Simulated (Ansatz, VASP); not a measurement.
Two plane-wave programs on Al2Au

```
CELL_PARAMETERS angstrom
0.00000 3.00226 3.00226
3.00226 0.00000 3.00226
3.00226 3.00226 0.00000
ATOMIC_POSITIONS crystal
Al 0.25000 0.25000 0.25000
Al 0.75000 0.75000 0.75000
Au 0.00000 0.00000 0.00000
```

Alike in both runs: task single point; functional PBEsol; k mesh 10 × 10 × 10; occupations gaussian, width 0.05 eV; no spin polarisation.

|  | VASP | Ansatz |
| --- | --- | --- |
| version | VASP 6.6.1 | Ansatz 0.2.0 |
| potentials or method | VASP PAW PBE potentials, release 64 (Al, Au), cutoff 520 eV | scalar-relativistic, plane waves, PAW |
| valence electrons in the cell | 17 | 25 |

|  | VASP | Ansatz | Ansatz less VASP |
| --- | --- | --- | --- |
| gap on the k mesh at the Fermi level (eV) | none | none | - |
| pressure (GPa) | -0.2 | 0.0 | +0.17 |

VASP's potentials were made for PBE, not for PBEsol. A gap of «none» marks a metal or a gap that the smearing closes. VASP's potentials hold 17 valence electrons a cell and Ansatz's 25, so a difference there can come from the potentials and not from the codes.

Spin-orbit coupling is off throughout.
